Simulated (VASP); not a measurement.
# Ga (C2/c) in VASP: notebook

Ga is run at these levels: LDA; tasks: single point.

All numbers are computed with VASP 6.6.1; they aren't measurements. Logs are shortened: lines on timing, memory, paths and dates and some standing lists are left out, and cuts for length are marked.

### 1 The cell of the first run

Symmetry: C2/c, No. 15, monoclinic system. The conventional cell has a = 4.420 Å, b = 7.491 Å, c = 3.777 Å, α = 90.00°, β = 94.67°, γ = 90.00°. Within 3.3 Å of Ga (site symmetry 1) lie 8 Ga at 2.36 to 3.22 Å.

### 2 Single point, LDA (engineering shear strain xz -0.0750, normal strain along z -0.1500)

File INCAR:

```
ALGO = Fast ; EDIFF = 1E-7
ENCUT = 520 ; ISIF = 2
ISMEAR = 0 ; LASPH = True
LCHARG = False ; LREAL = False
LWAVE = False ; NBANDS = 34
NELM = 80 ; PREC = Accurate
SIGMA = 0.15
```

File KPOINTS:

```
k-points
0
Gamma
  10 10 10
```

File POSCAR:

```
Ga
1.0
    2.2085777266     -3.7454996903     -0.0828216647
    2.2085777266      3.7454996903     -0.0828216647
   -0.1664652323      0.0000000000      3.7732119326
Ga
4
Direct
    0.1560190462      0.8439809538      0.0845038705
    0.6560190462      0.3439809538      0.4154961295
    0.8439809538      0.1560190462      0.9154961295
    0.3439809538      0.6560190462      0.5845038705
```

Potentials or basis: VASP PAW LDA potentials, release 64 (Ga_d).

Started as:

```bash
cat potpaw_LDA.64/Ga_d/POTCAR > POTCAR
mpirun -np 1 vasp_std > vasp.out
```

OUTCAR:

```text
EDIFF = 1E-7
   ENCUT = 520
   ISIF = 2
   ISMEAR = 0
   LASPH = True
   LREAL = False
   NELM = 80
   PREC = Accurate

 ion  position               nearest neighbor table
   1  0.156  0.844  0.085-   4 2.36   4 2.36   3 2.42   2 2.45   2 2.63   3 2.65   3 2.74
   2  0.656  0.344  0.415-   3 2.36   3 2.36   4 2.42   1 2.45   1 2.63   4 2.65   4 2.74
   3  0.844  0.156  0.915-   2 2.36   2 2.36   1 2.42   4 2.45   4 2.63   1 2.65   1 2.74
   4  0.344  0.656  0.585-   1 2.36   1 2.36   2 2.42   3 2.45   3 2.63   2 2.65   2 2.74

  LATTYP: Found a base centered monoclinic cell.
 ALAT       =     4.4202601745
 B/A-ratio  =     1.6946964850
 C/A-ratio  =     0.8544479342
 COS(beta)  =    -0.0814810626

  Lattice vectors:

 A1 = (   2.2085777266,  -3.7454996903,  -0.0828216647)
 A2 = (   2.2085777266,   3.7454996903,  -0.0828216647)
 A3 = (  -0.1664652323,   0.0000000000,   3.7732119326)

Analysis of symmetry for initial positions (statically):
=====================================================================
 Subroutine PRICEL returns:
 Original cell was already a primitive cell.

 Routine SETGRP: Setting up the symmetry group for a
 base centered monoclinic supercell.

 Subroutine GETGRP returns: Found  4 space group operations
 (whereof  2 operations were pure point group operations)
 out of a pool of  4 trial point group operations.

The static configuration has the point symmetry S_2 .
 The point group associated with its full space group is C_2h.

Analysis of symmetry for dynamics (positions and initial velocities):
=====================================================================
 Subroutine PRICEL returns:
 Original cell was already a primitive cell.

 Routine SETGRP: Setting up the symmetry group for a
 base centered monoclinic supercell.

 Subroutine GETGRP returns: Found  4 space group operations
 (whereof  2 operations were pure point group operations)
 out of a pool of  4 trial point group operations.

The dynamic configuration has the point symmetry S_2 .
 The point group associated with its full space group is C_2h.

 Subroutine INISYM returns: Found  4 space group operations
 (whereof  2 operations are pure point group operations),
 and found     1 'primitive' translations

----------------------------------------------------------------------------------------

                                     Primitive cell

  volume of cell :      62.3225

[... 87 lines left out ...]
   LNONCOLLINEAR =      F non collinear calculations
   LSORBIT =      F    spin-orbit coupling
   LASPH  =      T    aspherical Exc in radial PAW
   ENCUT  =  520.0 eV  38.22 Ry    6.18 a.u.   8.09  8.09  7.02*2*pi/ulx,y,z
   NELM   =     80;   NELMIN=  2; NELMDL= -5     # of ELM steps
   EDIFF  = 0.1E-06   stopping-criterion for ELM
   LREAL  =      F    real-space projection
   EDIFFG = 0.1E-05   stopping-criterion for IOM
   NSW    =      0    number of steps for IOM
   IBRION =     -1    ionic relax: 0-MD 1-quasi-New 2-CG
   NFREE  =      0    steps in history (QN), initial steepest desc. (CG)
   ISIF   =      2    stress and relaxation
   ISYM   =      2    0-nonsym 1-usesym 2-fastsym
   POTIM  = 0.5000    time-step for ionic-motion
   TEBEG  =    0.0;   TEEND  =   0.0 temperature during run
   PSTRESS=    0.0 pullay stress
   NELECT =      52.0000    total number of electrons
   NUPDOWN=      -1.0000    fix difference up-down
   EMIN   =  10.00;   EMAX   =-10.00  energy-range for DOS
   EFERMI =   0.00;   METHOD = LEGACY
   ISMEAR =     0;   SIGMA  =   0.15  broadening in eV -4-tet -1-fermi 0-gaus
   EFERMI_NEDOS =   21; number of points for ismear=-14 and -15
   IALGO  =     68    algorithm
   IMIX   =      4    mixing-type and parameters
     AMIX     =   0.40;   BMIX     =  1.00
     AMIX_MAG =   1.60;   BMIX_MAG =  1.00
  volume/ion in A,a.u.               =      15.58       105.14
  Fermi-wavevector in a.u.,A,eV,Ry     =   1.541207  2.912460 32.318195  2.375320
  Thomas-Fermi vector in A             =   2.647186
   LORBIT       =      0    0 simple, 1 ext, 2 COOP (PROOUT), +10 PAW based schemes
   GGA     = CA    functional components
   LHFCALC =     F    Hartree Fock is set to
   AEXX    =    0.0000 exact exchange contribution
   IVDW    =     0    specifies the selected vdW correction
   LEPSILON=     F    determine dielectric tensor
   LRPA    =     F    only Hartree local field effects (RPA)
 non-spin polarized calculation
 RMM-DIIS sequential band-by-band and
 Gauss-broadening in eV      SIGMA  =   0.15
  energy-cutoff  :      520.00
  volume of cell :       62.32
 maximum number of plane-waves:      1697
   NGX = 17   NGY = 17   NGZ = 13

 number of electron      52.0000008 magnetization

 Free energy of the ion-electron system (eV)
  ---------------------------------------------------
  ext. energy  EPLUGINS =         0.00000000
  ---------------------------------------------------
  free energy    TOTEN  =       -13.42427692 eV

  energy without entropy =      -13.41073467  energy(sigma->0) =      -13.41750580

 E-fermi :   7.0635     XC(G=0): -12.1696

 val. band max:        7.0590511008   @ k =   0.4000   0.3000   0.0000
 cond. band min:       7.0694311884   @ k =  -0.1000  -0.0000   0.1000
 fundamental gap:      0.0103800876
 Fermi energy:         7.0634874129

 k-point     1 :       0.0000    0.0000    0.0000
  band No.  band energies     occupation
      1      -8.7643      2.00000
      2      -8.6666      2.00000
      3      -8.6598      2.00000
      4      -8.6105      2.00000
      5      -8.5342      2.00000
      6      -8.5331      2.00000
[... 877 lines left out ...]
     33      16.6001      0.00000
     34      17.5509      0.00000

 [... further k-points ...]
[... 5 lines left out ...]
  --------------------------------------------------------------------------------------
  -------------------------------------------------------------------------------------
  Total        7.0713144      4.2144285     11.7454477      0.0000000      0.0000000      1.2302886
  in kB      181.7884055    108.3439637    301.9503984      0.0000000      0.0000000     31.6280951
  external PRESSURE =     197.3609225 kB  Pullay stress =       0.0000000 kB

 VOLUME and BASIS-vectors are now :
 -----------------------------------------------------------------------------
  energy-cutoff  :      520.00
  volume of cell :       62.32
      direct lattice vectors                 reciprocal lattice vectors
     2.208577727 -3.745499690 -0.082821665     0.226765203 -0.133493537  0.010004347
     2.208577727  3.745499690 -0.082821665     0.226765203  0.133493537  0.010004347
    -0.166465232  0.000000000  3.773211933     0.009954952  0.000000000  0.265465384

 POSITION                                       TOTAL-FORCE (eV/Angst)
 -----------------------------------------------------------------------------------
      2.19451      2.57676      0.23603        -0.374045      1.287408     -0.307502
      2.13941     -1.16874      1.48493         0.374045      1.287408      0.307502
      2.05618     -2.57676      3.37154         0.374045     -1.287408      0.307502
      2.11128      1.16874      2.12264        -0.374045     -1.287408     -0.307502
 -----------------------------------------------------------------------------------
    total drift:                                0.000000      0.000000      0.000000

  FREE ENERGIE OF THE ION-ELECTRON SYSTEM (eV)
  ---------------------------------------------------
  free  energy   TOTEN  =       -13.4242769230 eV

  energy  without entropy=      -13.4107346729  energy(sigma->0) =      -13.41750580
```

Wall time 9.7 min (1 thread of Oxide Virtual Turin-like, shared host); peak memory 0.43 GiB.

Results:

```yaml
Free_energy: -13.4243 eV
Pressure: 19.7 GPa
Largest_force: 1.375 eV/Å
Band_gap_on_the_k_mesh: zero (bands 26 and 27 overlap by 2.29 eV)
```

Forces on the atoms (eV/Å):
```
Ga  -0.374  1.287 -0.308
Ga   0.374  1.287  0.308
Ga   0.374 -1.287  0.308
Ga  -0.374 -1.287 -0.308
```

Stress tensor (GPa, compression positive):
```
18.18  0.00  3.16
 0.00 10.83  0.00
 3.16  0.00 30.20
```

Caveat: the cell differs from its parent crystal (engineering shear strain xz -0.0750, normal strain along z -0.1500); the stress differs along the axes, from 11 to 30 GPa; forces of over 1 eV/Å act on the atoms, so gaps and moduli don't describe the material at rest.

### 3 Single point, LDA (engineering shear strain xz -0.3000, normal strain along z +0.0375)

File INCAR:

```
PREC     = Accurate       # precision mode
ENCUT    = 520            # plane-wave cutoff, eV
EDIFF    = 1E-6           # SCF threshold, eV
ISMEAR   = 0              # smearing method
SIGMA    = 0.15           # smearing width, eV
LREAL    = F              # projectors in reciprocal space
LASPH    = T              # aspherical terms in the spheres
NELM     = 80             # most SCF steps
ALGO     = Fast           # electronic algorithm
ISIF     = 2              # what is computed and relaxed
LWAVE    = F              # write WAVECAR
LCHARG   = F              # write CHGCAR
NBANDS   = 34             # bands
```

File KPOINTS:

```
regular mesh
0
Gamma
  10 10 10
```

File POSCAR:

```
Ga
1.0
    2.2085777266     -3.7454996903     -0.3312866590
    2.2085777266      3.7454996903     -0.3312866590
   -0.6658609293      0.0000000000      4.6055380942
Ga
4
Direct
    0.1560190462      0.8439809538      0.0845038705
    0.6560190462      0.3439809538      0.4154961295
    0.8439809538      0.1560190462      0.9154961295
    0.3439809538      0.6560190462      0.5845038705
```

Potentials or basis: VASP PAW LDA potentials, release 64 (Ga_d).

Started as:

```bash
cat potpaw_LDA.64/Ga_d/POTCAR > POTCAR
mpirun -np 1 vasp_std > vasp.out
```

OUTCAR:

```text
PREC = Accurate
   ENCUT = 520
   EDIFF = 1E-6
   ISMEAR = 0
   LREAL = F
   LASPH = T
   NELM = 80
   ISIF = 2

 ion  position               nearest neighbor table
   1  0.156  0.844  0.085-   2 2.32   3 2.47   3 2.56   4 2.72   4 2.72
   2  0.656  0.344  0.415-   1 2.32   4 2.47   4 2.56   3 2.72   3 2.72
   3  0.844  0.156  0.915-   4 2.32   1 2.47   1 2.56   2 2.72   2 2.72
   4  0.344  0.656  0.585-   3 2.32   2 2.47   2 2.56   1 2.72   1 2.72

  LATTYP: Found a base centered monoclinic cell.
 ALAT       =     4.4665720300
 B/A-ratio  =     1.6771249473
[... 1083 lines left out ...]
     34      13.3129      0.00000

 [... further k-points ...]
[... 5 lines left out ...]
  --------------------------------------------------------------------------------------
  -------------------------------------------------------------------------------------
  Total        4.1436332      0.1447827      2.0315489      0.0000000      0.0000000      3.7837753
  in kB       89.0596776      3.1118345     43.6643607      0.0000000      0.0000000     81.3252019
  external PRESSURE =      45.2786242 kB  Pullay stress =       0.0000000 kB

 VOLUME and BASIS-vectors are now :
 -----------------------------------------------------------------------------
  energy-cutoff  :      520.00
  volume of cell :       74.54
      direct lattice vectors                 reciprocal lattice vectors
     2.208577727 -3.745499690 -0.331286659     0.231408538 -0.133493537  0.033456656
     2.208577727  3.745499690 -0.331286659     0.231408538  0.133493537  0.033456656
    -0.665860929  0.000000000  4.605538094     0.033291468  0.000000000  0.221943119

 POSITION                                       TOTAL-FORCE (eV/Angst)
 -----------------------------------------------------------------------------------
      2.15231      2.57676      0.05790        -0.985896     -0.123430     -0.702639
      1.93192     -1.16874      1.58230         0.985896     -0.123430      0.702639
      1.59898     -2.57676      3.88507         0.985896      0.123430      0.702639
      1.81938      1.16874      2.36067        -0.985896      0.123430     -0.702639
 -----------------------------------------------------------------------------------
    total drift:                                0.000000      0.000000      0.000000

  FREE ENERGIE OF THE ION-ELECTRON SYSTEM (eV)
  ---------------------------------------------------
  free  energy   TOTEN  =       -13.7173890417 eV

  energy  without entropy=      -13.7004018029  energy(sigma->0) =      -13.70889542
```

OSZICAR:

```text
N       E                     dE             d eps       ncg     rms          rms(c)
DAV:   1     0.361206790694E+03    0.36121E+03   -0.25520E+04 19820   0.293E+03
DAV:   2     0.311932574070E+02   -0.33001E+03   -0.32154E+03 19656   0.538E+02
DAV:   3    -0.125288417517E+02   -0.43722E+02   -0.43208E+02 21914   0.154E+02
DAV:   4    -0.139359315155E+02   -0.14071E+01   -0.13981E+01 22160   0.307E+01
DAV:   5    -0.139661303081E+02   -0.30199E-01   -0.30185E-01 24438   0.462E+00    0.283E+00
RMM:   6    -0.137765287501E+02    0.18960E+00   -0.24695E-01 24627   0.501E+00    0.146E+00
RMM:   7    -0.137198494027E+02    0.56679E-01   -0.10358E-01 26264   0.259E+00    0.287E-01
RMM:   8    -0.137171507593E+02    0.26986E-02   -0.15916E-02 26712   0.102E+00    0.652E-02
RMM:   9    -0.137173756879E+02   -0.22493E-03   -0.40551E-03 32023   0.453E-01    0.274E-02
RMM:  10    -0.137173854300E+02   -0.97421E-05   -0.28258E-04 31103   0.125E-01    0.820E-03
RMM:  11    -0.137173875340E+02   -0.21040E-05   -0.61934E-05 28890   0.600E-02    0.295E-03
RMM:  12    -0.137173887965E+02   -0.12625E-05   -0.16005E-05 25555   0.296E-02    0.122E-03
RMM:  13    -0.137173890417E+02   -0.24517E-06   -0.31007E-06 15942   0.140E-02
   1 F= -.13717389E+02 E0= -.13708895E+02  d E =-.169872E-01
```

stdout:

```text
POSCAR found type information on POSCAR Ga
 POSCAR found :  1 types and       4 ions
 scaLAPACK will be used
 LDA part: xc-table for (Slater(with rela. corr.)+CA(PZ))
 , standard interpolation
 POSCAR, INCAR and KPOINTS ok, starting setup
 FFT: planning ... GRIDC
 FFT: planning ... GRID_SOFT
 FFT: planning ... GRID
 WAVECAR not read
 entering main loop
WARNING in EDDRMM: call to ZHEGV failed, returncode =   8  4     29
WARNING in EDDRMM: call to ZHEGV failed, returncode =   6  3     30
```

Run time: 15 min. Hardware: 1 thread of Oxide Virtual Turin-like, shared host; peak memory 0.51 GiB.

Results:

```
Free energy            : -13.7174 eV
Pressure               : 4.5 GPa
Largest force          : 1.217 eV/Å
Band gap on the k mesh : zero (bands 26 and 27 overlap by 2.13 eV)
```

Forces on the atoms (eV/Å):
```
Ga  -0.986 -0.123 -0.703
Ga   0.986 -0.123  0.703
Ga   0.986  0.123  0.703
Ga  -0.986  0.123 -0.703
```

Stress tensor (GPa, compression positive):
```
8.91 0.00 8.13
0.00 0.31 0.00
8.13 0.00 4.37
```

Caveat: the cell differs from its parent crystal (engineering shear strain xz -0.3000, normal strain along z +0.0375); the stress differs along the axes, from 0 to 9 GPa; forces of over 1 eV/Å act on the atoms, so gaps and moduli don't describe the material at rest.
